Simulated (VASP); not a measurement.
The system is N2, in a box.

```
CELL_PARAMETERS angstrom
9.00000 0.00000 0.00000
0.00000 9.50000 0.00000
0.00000 0.00000 10.00000
ATOMIC_POSITIONS crystal
N 0.50000 0.50000 0.44489
N 0.50000 0.50000 0.55511
```

Base run:

```yaml
Program: VASP 6.6.1
Functional: PBE
Potentials_or_basis: VASP PAW PBE potentials, release 64 (N)
Cutoff: 520 eV
k_mesh: 1 × 1 × 1
Occupations: gaussian, width 0.02 eV
Spin: no spin polarisation
```

Its results: gap between the frontier levels 8.20 eV; largest force 1.738 eV/Å.

Problem. The run is repeated on the same cell with these changes: potentials or basis from VASP PAW PBE potentials, release 64 (N) to VASP PAW PBE potentials, release 64 (N_h); cutoff from 520 eV to 910 eV; further incar settings from ALGO = Normal; EDIFF = 1e-07; NBANDS = 12 to ALGO = Normal; EDIFF = 1e-06; NBANDS = 12; NELMDL = -8. What comes out?

Solution. Gap between the frontier levels 8.25 eV; largest force 0.069 eV/Å.

Caveats: the standard files for N, O and F lose accuracy on very short bonds (some runs).

